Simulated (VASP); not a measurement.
A run of VASP 6.6.1 is set up as follows.

Contents of INCAR:

```
PREC = Accurate
ENCUT = 600
EDIFF = 1E-6
ISMEAR = -1
SIGMA = 0.05
LREAL = F
LASPH = T
NELM = 100
ALGO = Normal
ISIF = 3
LWAVE = F
LCHARG = F
GGA = B5
ALDAX = 1.0
AGGAX = 1.0
AGGAC = 1.0
ALDAC = 0.0
IBRION = 2
NSW = 60
EDIFFG = -0.01
```

The input KPOINTS:

```
regular mesh
0
Gamma
  9 9 9
```

POSCAR

```
CdF2
1.0
    0.0000000000      2.6940000000      2.6940000000
    2.6940000000      0.0000000000      2.6940000000
    2.6940000000      2.6940000000      0.0000000000
Cd F
1 2
Direct
    0.0000000000      0.0000000000      0.0000000000
    0.7500000000      0.7500000000      0.7500000000
    0.2500000000      0.2500000000      0.2500000000
```

Potentials or basis: VASP PAW PBE potentials, release 64 (Cd, F).

Run with:

```sh
$ cat potpaw_PBE.64/Cd/POTCAR potpaw_PBE.64/F/POTCAR > POTCAR
$ mpirun -np 1 vasp_std > vasp.out
```

Question: Predict the relaxed cell.

Answer: a = 3.920 Å, b = 3.920 Å, c = 3.920 Å, α = 60.00°, β = 60.00°, γ = 60.00°.

Question: Predict the space group after relaxing (to 0.05 Å).

Answer: Fm-3m (No. 225).

Question: What does it give for the band gap on the k mesh?

Answer: 2.85 eV, indirect (least direct gap 3.39 eV).

Question: What does it give for the relaxed volume?

Answer: 14.20 Å³/atom.

The path:
```
step  energy change (eV)  largest force (eV/Å)  pressure (GPa)  volume (Å³)
   1              0.0000                0.0000            9.31        39.10
   2             -0.0885                0.0000           -1.87        43.55
   3             -0.0941                0.0000            0.00        42.59
```

Caveat: the PAW data sets were made with another functional, which shifts forces and pressure a little. A k mesh can miss the band edges.
